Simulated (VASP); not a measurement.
Input of a VASP 6.6.1 run:

POSCAR

```
Sr
1.0
    4.6548002383      0.0000000000      0.0000000000
   -2.3274001192      4.0311752559      0.0000000000
    0.0000000000      0.0000000000      6.4860000000
Sr
2
Direct
    0.3333333333      0.6666666667      0.2500000000
    0.6666666667      0.3333333333      0.7500000000
```

Contents of INCAR.step1:

```
PREC = Accurate ; ENCUT = 520
ISMEAR = 0 ; SIGMA = 0.15
LREAL = F ; LASPH = T
NELM = 80 ; NBANDS = 17
GGA = PE ; ALGO = Normal
EDIFF = 1E-4 ; LWAVE = T
LCHARG = F
```

File INCAR.step2:

```
PREC = Accurate ; ENCUT = 520
EDIFF = 1E-6 ; ISMEAR = 0
SIGMA = 0.15 ; LREAL = F
LASPH = T ; NELM = 80
ALGO = Normal ; ISIF = 2
LWAVE = F ; LCHARG = T
METAGGA = R2SCAN ; LMIXTAU = T
LELF = T ; LVHAR = T
NBANDS = 17 ; ISTART = 1
```

File KPOINTS:

```
Automatic mesh
0
Gamma
  12 12 8
```

Potentials or basis: VASP PAW PBE potentials, release 64 (Sr_sv).

Launch:

```sh
$ cat potpaw_PBE.64/Sr_sv/POTCAR > POTCAR
$ cp INCAR.step1 INCAR
$ mpirun -np 1 vasp_std > vasp.out
$ cp INCAR.step2 INCAR
$ mpirun -np 1 vasp_std > vasp.out
```

Question: Estimate the band gap on the k mesh.

Answer: Zero (bands 10 and 11 overlap by 0.47 eV).

Question: Estimate the pressure.

Answer: -0.5 GPa.

Stress tensor (GPa, compression positive):
```
-1.35  0.00  0.00
 0.00 -1.35  0.00
 0.00  0.00  1.17
```

Caveat: the cell differs from its parent crystal (strain +0.080 along x and y, -0.080 along z); the PAW data sets were made with another functional, which shifts forces and pressure a little.
